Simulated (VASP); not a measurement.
The system is ZrC.

```
CELL_PARAMETERS angstrom
3.83100 0.00000 0.00000
0.00000 3.83100 0.00000
0.00000 0.00000 5.41785
ATOMIC_POSITIONS crystal
Zr 0.50000 0.50000 0.25000
Zr 0.50000 0.50000 0.75000
C 0.00000 0.50000 0.00000
C 0.50000 0.00000 0.50000
```

This cell differs from its parent crystal: atoms taken out.

```yaml
Program: VASP 6.6.1
Task: relaxation of cell and atoms
Functional: PBE
Potentials_or_basis: VASP PAW PBE potentials, release 64 (Zr_sv, C)
Cutoff: 600 eV
k_mesh: 4 × 4 × 4
Occupations: gaussian, width 0.1 eV
Spin: no spin polarisation
```

At the start: pressure -8.7 GPa; volume 19.88 Å³/atom.

Task: Where does the relaxation end?

Result: Over 6 steps the energy falls by 555.2 meV/atom and the volume is 16.65 Å³/atom (-16.3 %); space group P4_2/mmc (No. 131, to 0.1 Å) before and after.

The path:
| step | energy change (eV) | largest force (eV/Å) | pressure (GPa) | volume (Å³) |
| --- | --- | --- | --- | --- |
| 1 | 0.0000 | 0.0000 | -8.67 | 79.52 |
| 2 | -2.0982 | 0.0000 | 3.64 | 66.57 |
| 3 | -2.1379 | 0.0000 | 7.55 | 64.12 |
| 4 | -2.0611 | 0.0000 | -8.51 | 70.24 |
| 5 | -2.2207 | 0.0000 | -0.02 | 66.65 |
| 6 | -2.2208 | 0.0000 | 0.16 | 66.58 |

Final structure:
```
Zr C
1.0
     3.26886    0.00000    0.00000
     0.00000    3.26886    0.00000
     0.00000    0.00000    6.23090
Zr C
2 2
Direct
  0.50000 0.50000 0.25000
  0.50000 0.50000 0.75000
  0.00000 0.50000 0.00000
  0.50000 0.00000 0.50000
```

Caveat: the k points lie up to 0.48 Å⁻¹ apart in the final cell; the cell differs from its parent crystal (atoms taken out); the volume moved by over 15 % at a fixed basis, so the end points are rough.
